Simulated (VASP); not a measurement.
Set up this calculation in VASP 6.6.1, as the native input.

```yaml
Task: single point
Functional: PBEsol
Potentials_or_basis: VASP PAW PBE potentials, release 64 (La, Ga_d, O, Mg)
Cutoff: 520 eV
k_mesh: 1 × 1 × 1, shifted
Occupations: fermi-dirac, width 0.05 eV
Spin: no spin polarisation
Dipole_correction: no
Further_INCAR_settings: LREAL = Auto; ALGO = Normal; EDIFF = 1e-07; NBANDS = 195; ISYM = 0
```

The structure of La8MgGa8O24 (a cell with a defect) lies in POSCAR:

```
La8MgGa8O24
1.0
    7.7293080000      0.0000000000      0.0000000000
    0.0000000000      7.7293080000      0.0000000000
    0.0000000000      0.0000000000      7.7293080000
La Ga O Mg
8 8 24 1
Direct
    0.0254050000      0.9729590000      0.9996470000
    0.9822820000      0.0016400000      0.5005950000
    0.0073400000      0.4824900000      0.9984310000
    0.9774310000      0.5303760000      0.5009650000
    0.5085610000      0.9844150000      0.0003900000
    0.4891820000      0.0139660000      0.4987620000
    0.5069270000      0.4970040000      0.9995320000
    0.6049940000      0.5175820000      0.4999360000
    0.2434300000      0.2339970000      0.2369140000
    0.2441020000      0.2342600000      0.7634750000
    0.2565660000      0.7387300000      0.2549740000
    0.2571420000      0.7391600000      0.7448690000
    0.7488710000      0.2470490000      0.2445240000
    0.7485960000      0.2466870000      0.7548480000
    0.7552700000      0.7613460000      0.2420350000
    0.7543280000      0.7612270000      0.7582190000
    0.2931830000      0.2724730000      0.0007160000
    0.2059840000      0.2005010000      0.4980620000
    0.2322000000      0.7112180000      0.9991140000
    0.2701380000      0.7838550000      0.5003020000
    0.6917330000      0.2433500000      0.9991130000
    0.7954210000      0.2606470000      0.5008200000
    0.7778030000      0.7730300000      0.0002920000
    0.7545260000      0.7733230000      0.4996940000
    0.9953570000      0.2095140000      0.1988640000
    0.9959500000      0.2104670000      0.7998430000
    0.0037470000      0.7873740000      0.2668510000
    0.0031400000      0.7840570000      0.7329280000
    0.4888160000      0.2843070000      0.3033300000
    0.4867580000      0.2837550000      0.6949890000
    0.5057540000      0.7159750000      0.2268780000
    0.5062000000      0.7159400000      0.7729390000
    0.2840660000      0.9908060000      0.2145240000
    0.2838500000      0.9918210000      0.7851060000
    0.1998080000      0.4887790000      0.2672410000
    0.2018600000      0.4877070000      0.7330740000
    0.7077090000      0.0054060000      0.2629450000
    0.7066060000      0.0049830000      0.7363130000
    0.7813510000      0.5019610000      0.2317700000
    0.7783580000      0.5015530000      0.7700300000
    0.3004880000      0.4238840000      0.4998260000
```

One way to write it, as run:

INCAR

```
SYSTEM = La8MgGa8O24
ALGO     = Normal         ! electronic algorithm
EDIFF    = 1E-7           ! SCF threshold, eV
ENCUT    = 520            ! plane-wave cutoff, eV
GGA      = PS             ! functional
ISIF     = 2              ! what is computed and relaxed
ISMEAR   = -1             ! smearing method
ISYM     = 0            
LASPH    = .True.         ! aspherical terms in the spheres
LCHARG   = .True.         ! write CHGCAR
LELF     = .True.         ! ELF
LREAL    = Auto         
LVHAR    = .True.       
LWAVE    = .False.        ! write WAVECAR
NBANDS   = 195            ! bands
NELM     = 60             ! most SCF steps
PREC     = Accurate       ! precision mode
SIGMA    = 0.05           ! smearing width, eV
```

KPOINTS

```
Automatic mesh
0
Gamma
  1 1 1
  0.25 0.25 0.25
```

Potentials or basis: VASP PAW PBE potentials, release 64 (La, Ga_d, O, Mg).

Run with:

```console
$ cat potpaw_PBE.64/La/POTCAR potpaw_PBE.64/Ga_d/POTCAR potpaw_PBE.64/O/POTCAR potpaw_PBE.64/Mg/POTCAR > POTCAR
$ mpirun -np 1 vasp_std > vasp.out
```

Results of the run:

```
Pressure               : 10.3 GPa
Largest force          : 0.128 eV/Å
Band gap on the k mesh : 0.39 eV
```

Caveat: semilocal functionals underestimate gaps, and a narrow one can read as zero; the PAW data sets were made with another functional, which shifts forces and pressure a little; spin-orbit coupling is left out, which moves the levels of the heavy elements.

It took 55 min on 1 thread of Intel Xeon 8259CL (shared host), peak memory 0.68 GiB.
